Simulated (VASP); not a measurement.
The system is Li3SF.

```
Li S F
1.0
     5.60340    0.00000    0.00000
    -2.80170    4.85269    0.00000
     0.00000    0.00000    4.70686
Li S F
6 2 2
Cartesian
  2.8017 3.2351 3.5301
  1.4008 0.8088 3.5301
  4.2025 0.8088 3.5301
  0.0000 1.6176 1.1767
  1.4009 4.0439 1.1767
  -1.4008 4.0439 1.1767
  0.0000 3.2351 3.5301
  2.8017 1.6176 1.1767
  0.0000 0.0000 0.0000
  0.0000 0.0000 2.3534
```

| Item | Value |
| --- | --- |
| Program | VASP 6.6.1 |
| Task | relaxation of cell and atoms |
| Functional | PBE |
| Potentials or basis | VASP PAW PBE potentials, release 64 (Li_sv, S, F) |
| Cutoff | 600 eV |
| k mesh | 6 × 6 × 6 |
| Occupations | gaussian, width 0.02 eV |
| Spin | no spin polarisation |

At the start: pressure -3.1 GPa; volume 12.80 Å³/atom.

Where does the relaxation end?

Over 8 steps the energy falls by 13.9 meV/atom and the volume is 11.98 Å³/atom (-6.4 %); space group P6_3/mmc (No. 194, to 0.1 Å) before and after.

The path:
```
step  energy change (eV)  largest force (eV/Å)  pressure (GPa)  volume (Å³)
   1              0.0000                0.2770           -3.13       127.99
   2             -0.0955                0.1294           -1.51       123.41
   3             -0.1259                0.0245            0.27       119.33
   4             -0.1341                0.0032            0.19       119.41
   5             -0.1384                0.0350            0.06       119.55
   6             -0.1386                0.0280            0.08       119.52
   7             -0.1389                0.0133            0.04       119.68
   8             -0.1390                0.0011            0.01       119.83
```

Final structure:
```
Li S F
1.0
     5.40236    0.00000    0.00000
    -2.70118    4.67858    0.00000
     0.00000    0.00000    4.74082
Li S F
6 2 2
Cartesian
  2.7012 3.1469 3.5556
  1.3265 0.7659 3.5556
  4.0759 0.7659 3.5556
  0.0000 1.5317 1.1852
  1.3747 3.9127 1.1852
  -1.3747 3.9127 1.1852
  0.0000 3.1191 3.5556
  2.7012 1.5595 1.1852
  0.0000 0.0000 0.0000
  0.0000 0.0000 2.3704
```

Caveat: the cutoff is under 1.25 times the usual one of these potentials, so pressure, stress and relaxed cells hold a basis-set (Pulay) error.
